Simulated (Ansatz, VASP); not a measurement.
**YAs2O5: VASP beside Ansatz**

```
Y As O
1.0
     5.97087    0.00000    0.00000
    -2.98543    5.17092    0.00000
     0.00000    0.00000    3.59318
Y As O
1 2 5
Direct
  0.00000 0.00000 0.00000
  0.33333 0.66667 0.50000
  0.66667 0.33333 0.50000
  0.33333 0.66667 0.90259
  0.00000 0.50000 0.50000
  0.50000 0.50000 0.50000
  0.50000 0.00000 0.50000
  0.66667 0.33333 0.09741
```

Alike in both runs: task single point; functional PBE; k mesh 3 × 3 × 6; occupations gaussian, width 0.1 eV; no spin polarisation.

|  | VASP | Ansatz |
| --- | --- | --- |
| version | VASP 6.6.1 | Ansatz 0.2.0 |
| potentials or method | VASP PAW PBE potentials, release 64 (Y_sv, As, O), cutoff 520 eV | scalar-relativistic, plane waves, PAW |
| valence electrons in the cell | 51 | 71 |

VASP gave:

```
gap on the k mesh at the Fermi level (eV) : none
rms of the force components (eV/Å)        : 7.617
```

Q: Which values does Ansatz return?

A: gap on the k mesh at the Fermi level (eV): none; rms of the force components (eV/Å): 7.127.

Atom by atom the forces differ by 0.495 eV/Å (rms over components). A gap of «none» marks a metal or a gap that the smearing closes. VASP's potentials hold 51 valence electrons a cell and Ansatz's 71, so a difference there can come from the potentials and not from the codes.

The k mesh is coarse, so the values compare programs but aren't converged.
